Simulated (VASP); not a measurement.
# BiH: single point with PBE

Crystal: BiH.

```xyz
4
Lattice="4.0380 0.0000 0.0000 -2.0190 3.4970 0.0000 0.0000 0.0000 4.9025" Properties=species:S:1:pos:R:3 pbc="T T T"
Bi    0.0000    2.3313    1.2256
Bi    2.0190    1.1657    3.6769
H     0.0000    0.0000    0.0000
H     4.0380    0.0000    2.4512
```

| Property | Result |
| --- | --- |
| Program | VASP 6.6.1 |
| Task | single point |
| Functional | PBE |
| Potentials or basis | VASP PAW PBE potentials, release 64 (Bi_d, H) |
| Cutoff | 520 eV |
| k mesh | 6 × 6 × 4 |
| Occupations | gaussian, width 0.1 eV |
| Spin | no spin polarisation |
| Dipole correction | no |
| Further INCAR settings | ALGO = Normal; EDIFF = 1e-07; NBANDS = 24 |

```yaml
Pressure: 0.0 GPa
Band_gap_on_the_k_mesh: zero (bands 16 and 17 overlap by 2.54 eV)
```

Levels at points of the mesh, in eV from the Fermi level:
```csv
k point,band 12,band 13,band 14,band 15,band 16,band 17,band 18,band 19,band 20,band 21
"(0.00, 0.00, 0.00)",-9.07,-5.50,-1.47,0.23,0.23,2.26,2.26,2.65,3.74,5.26
"(0.50, 0.00, 0.00)",-10.44,-5.56,-2.42,-1.92,-1.91,-1.18,0.99,2.07,3.25,7.35
"(0.00, 0.00, 0.50)",-12.15,-1.70,-1.70,1.36,1.36,1.36,1.36,1.81,1.81,6.52
"(0.50, 0.00, 0.50)",-10.71,-5.94,-5.94,-0.88,-0.88,-0.10,-0.10,4.51,4.51,8.86
```

Wall time 15 s on 1 thread of Intel(R) Xeon(R) 6975P-C (Granite Rapids), with other jobs on the host, peak memory 0.18 GiB.

Caveat: spin-orbit coupling is left out, which moves the levels of the heavy elements.
